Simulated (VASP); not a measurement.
Wanted: the native input for a VASP 6.6.1 run.

```yaml
Task: single point
Functional: PBE
Potentials_or_basis: VASP PAW PBE potentials, release 64 (Co)
Cutoff: 520 eV
k_mesh: 21 × 21 × 12
Occupations: gaussian, width 0.15 eV
Spin: collinear spin, ferromagnetic start
Starting_moments: "[1.86, 1.86] μB"
Dipole_correction: no
Further_INCAR_settings: ALGO = Normal; EDIFF = 1e-06; NBANDS = 20
```

The structure of Co lies in POSCAR:

```
Co
1.0
    2.4435000000      0.0000000000      0.0000000000
   -1.2217500000      2.1161330741      0.0000000000
    0.0000000000      0.0000000000      3.8710000000
Co
2
Direct
    0.3333333333      0.6666666667      0.2500000000
    0.6666666667      0.3333333333      0.7500000000
```

The input as run:

INCAR

```
ALGO = Normal
EDIFF = 1E-6
ENCUT = 520
GGA = PE
ISIF = 2
ISMEAR = 0
ISPIN = 2
LASPH = True
LCHARG = False
LMAXMIX = 4
LORBIT = 11
LREAL = False
LWAVE = False
MAGMOM = 1.86 1.86
NBANDS = 20
NELM = 150
PREC = Accurate
SIGMA = 0.15
```

KPOINTS

```
k-points
0
Gamma
  21 21 12
```

Potentials or basis: VASP PAW PBE potentials, release 64 (Co).

Run with:

```bash
$ cat potpaw_PBE.64/Co/POTCAR > POTCAR
$ mpirun -np 1 vasp_std > vasp.out
```

Results of the run:

```
Pressure                                              : 19.9 GPa
Net moment                                            : 3.06 μB per cell
Site moments                                          : Co +1.54 μB
Valence electrons inside the program's atomic spheres : Co 8.45
```

Caveat: the cell stands under pressure.

It took 89 s on 1 thread of Intel(R) Xeon(R) 6975P-C (Granite Rapids) (shared host), peak memory 0.28 GiB.
